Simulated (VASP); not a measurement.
A run of VASP 6.6.1 is set up as follows.

POSCAR

```
BN
1.0
    0.0000000000      1.7679810653      1.7679810653
    1.7679810653      0.0000000000      1.7679810653
    1.7679810653      1.7679810653      0.0000000000
B N
1 1
Direct
    0.0000000000      0.0000000000      0.0000000000
    0.2500000000      0.2500000000      0.2500000000
```

File INCAR.step1:

```
PREC = Accurate
ENCUT = 520
ISMEAR = 0
SIGMA = 0.01
LREAL = F
LASPH = T
NELM = 60
NBANDS = 11
GGA = PE
ALGO = Normal
EDIFF = 1E-4
LWAVE = T
LCHARG = F
```

Contents of INCAR.step2:

```
PREC = Accurate
ENCUT = 520
EDIFF = 1E-6
ISMEAR = 0
SIGMA = 0.01
LREAL = F
LASPH = T
NELM = 60
ALGO = Normal
ISIF = 2
LWAVE = F
LCHARG = T
METAGGA = R2SCAN
LMIXTAU = T
LELF = T
LVHAR = T
NBANDS = 11
ISTART = 1
```

KPOINTS

```
Automatic mesh
0
Gamma
  10 10 10
```

Potentials or basis: VASP PAW PBE potentials, release 64 (B, N).

The run is started by

```sh
$ cat potpaw_PBE.64/B/POTCAR potpaw_PBE.64/N/POTCAR > POTCAR
$ cp INCAR.step1 INCAR
$ mpirun -np 1 vasp_std > vasp.out
$ cp INCAR.step2 INCAR
$ mpirun -np 1 vasp_std > vasp.out
```

Q: What does it give for the pressure?

A: 28.5 GPa.

Q: What does it give for the band gap on the k mesh?

A: 5.05 eV, indirect (least direct gap 9.85 eV).

Caveat: the PAW data sets were made with another functional, which shifts forces and pressure a little. A k mesh can miss the band edges.
